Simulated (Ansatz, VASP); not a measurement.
**One calculation of LaTa2GeN3, two programs**

The input INCAR:

```
SYSTEM = LaTa2GeN3
PREC = Accurate
ENCUT = 520
EDIFF = 1E-6
ISMEAR = 0
SIGMA = 0.1
LREAL = .False.
LASPH = .True.
NELM = 150
ALGO = Normal
ISIF = 2
LWAVE = .False.
LCHARG = .False.
ISPIN = 2
MAGMOM = 0 1 1 0 0 0 0
LORBIT = 11
LMAXMIX = 6
GGA = PE
NBANDS = 44
```

KPOINTS

```
Automatic mesh
0
Gamma
  4 4 4
  0 0 0
```

Contents of POSCAR:

```
LaTa2GeN3
1.0
    3.9937271027      0.0000000000      0.0000000000
    0.0000000000      3.9937271027      0.0000000000
    0.0000000000      0.0000000000      7.2556847197
La Ta Ge N
1 2 1 3
Direct
    0.5000000000      0.5000000000      0.0429894300
    0.5000000000      0.5000000000      0.6115686782
    0.0000000000      0.0000000000      0.7210315816
    0.0000000000      0.0000000000      0.3681568318
    0.5000000000      0.0000000000      0.7961363392
    0.0000000000      0.5000000000      0.7961363392
    0.5000000000      0.5000000000      0.3535442101
```

Input for Ansatz:

```yaml
crystal:
  lattice:
    - [3.9937271027, 0.0, 0.0]
    - [0.0, 3.9937271027, 0.0]
    - [0.0, 0.0, 7.2556847197]
  atoms:
    - { symbol: La, position: [0.5, 0.5, 0.04298943] }
    - { symbol: Ta, position: [0.5, 0.5, 0.6115686782], spin: 1.0 }
    - { symbol: Ta, position: [0.0, 0.0, 0.7210315816], spin: 1.0 }
    - { symbol: Ge, position: [0.0, 0.0, 0.3681568318] }
    - { symbol: "N", position: [0.5, 0.0, 0.7961363392] }
    - { symbol: "N", position: [0.0, 0.5, 0.7961363392] }
    - { symbol: "N", position: [0.5, 0.5, 0.3535442101] }
basis:
  ecutwfc: 420
kpoints:
  mp_grid: { grid: [4, 4, 4] }
hamiltonian:
  xc: pbe
scf:
  occupations: { method: gaussian, width: 0.1 }
  lower_state_search: "off"
output:
  forces: true
  stress: true
  eigenvalues: true
  populations: true
magnetization:
  spin_polarized: true
```

Alike in both runs: task single point; functional PBE; k mesh 4 × 4 × 4; occupations gaussian, width 0.1 eV; collinear spin.

|  | VASP | Ansatz |
| --- | --- | --- |
| version | VASP 6.6.1 | Ansatz 0.2.0 |
| potentials or method | VASP PAW PBE potentials, release 64 (La, Ta_pv, Ge_d, N), cutoff 520 eV | scalar-relativistic, plane waves, PAW |
| valence electrons in the cell | 62 | 66 |

VASP gave:

- gap on the k mesh at the Fermi level (eV): none
- pressure (GPa): 0.3
- traceless stress, the component that is largest in VASP (GPa): 0.21
- rms of the force components (eV/Å): 0.046
- net moment per atom (μB): 0.00

Task: Which values does Ansatz return?

Result: gap on the k mesh at the Fermi level (eV): none; pressure (GPa): 0.1; traceless stress, the component that is largest in VASP (GPa): 0.18; rms of the force components (eV/Å): 0.006; net moment per atom (μB): 0.00.

Atom by atom the forces differ by 0.041 eV/Å (rms over components). A gap of «none» marks a metal or a gap that the smearing closes. VASP's potentials hold 62 valence electrons a cell and Ansatz's 66, so a difference there can come from the potentials and not from the codes. Ansatz's warnings: seeded moment not kept.

The k mesh is coarse, so the values compare programs but aren't converged. Neither program's run includes spin-orbit coupling.
